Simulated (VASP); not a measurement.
**Re: single point with revPBE**

The system is Re.

```
Re
1.0
    -1.84571    1.51656    1.35292
     1.51656   -1.84571    1.35292
     3.41786    3.41786   -1.95575
Re
2
Direct
  0.95836 0.04164 0.00000
  0.79164 0.20836 0.50000
```

```json
{"Program": "VASP 6.6.1", "Task": "single point", "Functional": "revPBE", "Potentials or basis": "VASP PAW PBE potentials, release 64 (Re)", "Cutoff": "520 eV", "k mesh": "17 × 17 × 8", "Occupations": "fermi-dirac, width 0.1 eV", "Spin": "no spin polarisation", "Dipole correction": "no", "Further INCAR settings": "ALGO = Normal; EDIFF = 1e-06; NBANDS = 14"}
```

- Pressure: 15.6 GPa
- Band gap on the k mesh: zero (bands 7 and 8 overlap by 3.34 eV)

Forces in eV/Å, atoms in the order of the input:
```
Re   0.002 -0.002  0.000
Re  -0.002  0.002  0.000
```

Stress tensor (GPa, compression positive):
```
15.61 -0.03  0.02
-0.03 15.61  0.02
 0.02  0.02 15.47
```

Levels at points of the mesh, in eV from the Fermi level:
```tsv
k point	band 3	band 4	band 5	band 6	band 7	band 8	band 9	band 10	band 11	band 12
(0.00, 0.00, 0.00)	-1.63	-1.63	-1.62	-0.77	-0.77	0.18	0.18	0.64	3.44	3.44
(0.00, 0.00, 0.50)	-2.43	-2.43	-1.76	-1.76	-1.76	-1.76	2.61	2.61	2.61	2.61
```

It took 3.1 min on 1 thread of Intel(R) Xeon(R) Platinum 8559C (Emerald Rapids), with other jobs on the host, peak memory 0.32 GiB.

Caveat: the cell stands under pressure; the PAW data sets were made with another functional, which shifts forces and pressure a little; spin-orbit coupling is left out, which moves the levels of the heavy elements.
